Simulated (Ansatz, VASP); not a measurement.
Two plane-wave programs on Li6AlB3

```xyz
10
Lattice="5.5617 0.0000 0.0000 0.0000 5.5617 0.0000 0.0000 0.0000 5.5617" Properties=species:S:1:pos:R:3 pbc="T T T"
Li    3.6944    2.7808    0.0000
Li    1.8672    2.7808    0.0000
Li    0.0000    3.6944    2.7808
Li    0.0000    1.8672    2.7808
Li    2.7808    0.0000    3.6944
Li    2.7808    0.0000    1.8672
Al    0.0000    0.0000    0.0000
B     2.7808    0.0000    0.0000
B     0.0000    2.7808    0.0000
B     0.0000    0.0000    2.7808
```

Alike in both runs: functional PBE; k mesh 4 × 4 × 4; occupations gaussian, width 0.1 eV; no spin polarisation.

Ansatz relaxed the structure, and its values are those at the end. VASP's run is a single point on that final structure, the one shown.

|  | VASP | Ansatz |
| --- | --- | --- |
| version | VASP 6.6.1 | Ansatz 0.2.0 |
| potentials or method | VASP PAW PBE potentials, release 64 (Li_sv, Al, B), cutoff 520 eV | scalar-relativistic, plane waves, PAW |
| valence electrons in the cell | 30 | 30 |

```tsv
	VASP	Ansatz	Ansatz less VASP
gap on the k mesh at the Fermi level (eV)	none	none	-
rms of the force components (eV/Å)	0.030	0.003	-0.0275
```

A gap of «none» marks a metal or a gap that the smearing closes. The functional is the same, so the differences come from potentials, cutoffs and numerics.

Noted on VASP's run: the cutoff is short for stress, so the pressure is rough.
